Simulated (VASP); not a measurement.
Al:

```
CELL_PARAMETERS angstrom
-1.57590 1.65692 1.65798
1.47948 -1.59764 1.50228
1.61445 1.63620 -1.59870
ATOMIC_POSITIONS crystal
Al 0.00000 0.00000 0.00000
```

- Program: VASP 6.6.1
- Task: relaxation of cell and atoms
- Functional: RPBE
- Dispersion: D3(BJ)
- Potentials or basis: VASP PAW PBE potentials, release 64 (Al)
- Cutoff: 600 eV
- k mesh: 11 × 12 × 12
- Occupations: fermi-dirac, width 0.05 eV
- Spin: no spin polarisation

At the start: pressure -15.5 GPa; volume 16.08 Å³/atom.

Task: Where does the relaxation end?

Result: Over 29 steps the energy falls by 297.6 meV/atom and the volume is 13.45 Å³/atom (-16.3 %); space group C2/m (No. 12, to 0.1 Å) before, Fm-3m (No. 225, to 0.1 Å).

The path:
| step | energy change (eV) | largest force (eV/Å) | pressure (GPa) | volume (Å³) |
| --- | --- | --- | --- | --- |
| 1 | 0.0000 | 0.0000 | -15.52 | 16.08 |
| 2 | -0.1460 | 0.0000 | 8.87 | 12.71 |
| 3 | -0.1621 | 0.0000 | 1.18 | 13.39 |
| 4 | -0.1713 | 0.0000 | 0.90 | 13.40 |
| 5 | -0.1714 | 0.0000 | 0.89 | 13.40 |
| 6 | -0.1735 | 0.0000 | -0.44 | 13.53 |
| 7 | -0.1763 | 0.0000 | -3.58 | 13.90 |
| 8 | -0.1767 | 0.0000 | -3.66 | 13.91 |
| 9 | -0.1778 | 0.0000 | -3.91 | 13.94 |
| 10 | -0.1799 | 0.0000 | -4.40 | 14.01 |
| 11 | -0.1839 | 0.0000 | -5.44 | 14.14 |
| 12 | -0.1914 | 0.0000 | -7.23 | 14.40 |
| 13 | -0.1951 | 0.0000 | -7.34 | 14.41 |
| 14 | -0.2063 | 0.0000 | -7.64 | 14.44 |
| 15 | -0.2225 | 0.0000 | -8.06 | 14.48 |
| 16 | -0.2084 | 0.0000 | -7.07 | 14.46 |
| 17 | -0.2274 | 0.0000 | -8.12 | 14.48 |
| 18 | -0.2412 | 0.0000 | -7.09 | 14.33 |
| 19 | -0.2709 | 0.0000 | -3.42 | 13.86 |
| 20 | -0.2613 | 0.0000 | 6.76 | 12.93 |
| 21 | -0.2787 | 0.0000 | 0.08 | 13.50 |
| 22 | -0.2846 | 0.0000 | -0.13 | 13.50 |
| 23 | -0.2948 | 0.0000 | -0.39 | 13.49 |
| 24 | -0.2806 | 0.0000 | 0.45 | 13.46 |
| 25 | -0.2961 | 0.0000 | -0.36 | 13.49 |
| 26 | -0.2969 | 0.0000 | -0.11 | 13.46 |
| 27 | -0.2975 | 0.0000 | 0.47 | 13.41 |
| 28 | -0.2976 | 0.0000 | 0.41 | 13.42 |
| 29 | -0.2976 | 0.0000 | 0.04 | 13.45 |

Final structure:
```yaml
crystal:
  lattice:
    - [-1.32187, 1.87926, 1.30800]
    - [1.34215, -1.87208, 1.36589]
    - [1.33595, 1.87795, -1.34812]
  atoms:
    - { symbol: Al, position: [0.00000, 0.00000, 0.00000] }
```

Caveat: the volume moved by over 15 % at a fixed basis, so the end points are rough; the PAW data sets were made with another functional, which shifts forces and pressure a little.
